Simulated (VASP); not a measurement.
A run of VASP 6.6.1:

Contents of INCAR:

```
PREC     = Accurate       # precision mode
ENCUT    = 520            # plane-wave cutoff, eV
EDIFF    = 1E-6           # SCF threshold, eV
ISMEAR   = 0              # smearing method
SIGMA    = 0.05           # smearing width, eV
LREAL    = Auto         
LASPH    = T              # aspherical terms in the spheres
NELM     = 60             # most SCF steps
ALGO     = Normal         # electronic algorithm
ISIF     = 2              # what is computed and relaxed
LWAVE    = F              # write WAVECAR
LCHARG   = T              # write CHGCAR
LDIPOL   = T            
IDIPOL   = 3            
DIPOL    = 0.5 0.5 0.365
GGA      = PS             # functional
LELF     = T              # ELF
LVHAR    = T            
LVACPOTAV= T            
NBANDS   = 115            # bands
```

File KPOINTS:

```
Automatic mesh
0
Gamma
  6 3 1
```

POSCAR

```
Sn7H2
1.0
    4.6255803528      0.0000000000      0.0000000000
    0.0000000000      9.2511607056      0.0000000000
    0.0000000000      0.0000000000     23.6784741770
Sn H
14 4
Direct
    0.0000000000      0.2500000000      0.2118437377
    0.0000000000      0.7500000000      0.2118437377
    0.0000000000      0.5000000000      0.2809102496
    0.0000000000      0.0000000000      0.2809102496
    0.5000000000      0.5000000000      0.3499767614
    0.5000000000      0.0000000000      0.3499767614
    0.5000000000      0.7530665388      0.4238410734
    0.5000000000      0.2479954504      0.4183230225
    0.0000000000      0.7525007533      0.4968751142
    0.0000000000      0.2520339797      0.4868103452
    0.0000000000      0.0145732686      0.5686415444
    0.0000000000      0.4884625128      0.5624829021
    0.5000000000      0.1596329718      0.6149362689
    0.5000000000      0.4665135851      0.6359257970
   -0.3045898427      0.2500000000      0.1694126054
    0.3045898427      0.2500000000      0.1694126054
    0.3027625626      0.7500000000      0.1688415084
   -0.3027625626      0.7500000000      0.1688415084
```

Potentials or basis: VASP PAW PBE potentials, release 64 (Sn_d, H).

Command:

```bash
$ cat potpaw_PBE.64/Sn_d/POTCAR potpaw_PBE.64/H/POTCAR > POTCAR
$ mpirun -np 1 vasp_std > vasp.out
```

Hardware: 1 thread of Oxide Virtual Turin-like Processor, with other jobs on the host.

**Question.** How long does it take, and how much memory?

**Answer.** Run time: 78 min on 1 thread of Oxide Virtual Turin-like Processor (shared host), peak memory 1.1 GiB. Counts: scf iterations 26, k points 8.
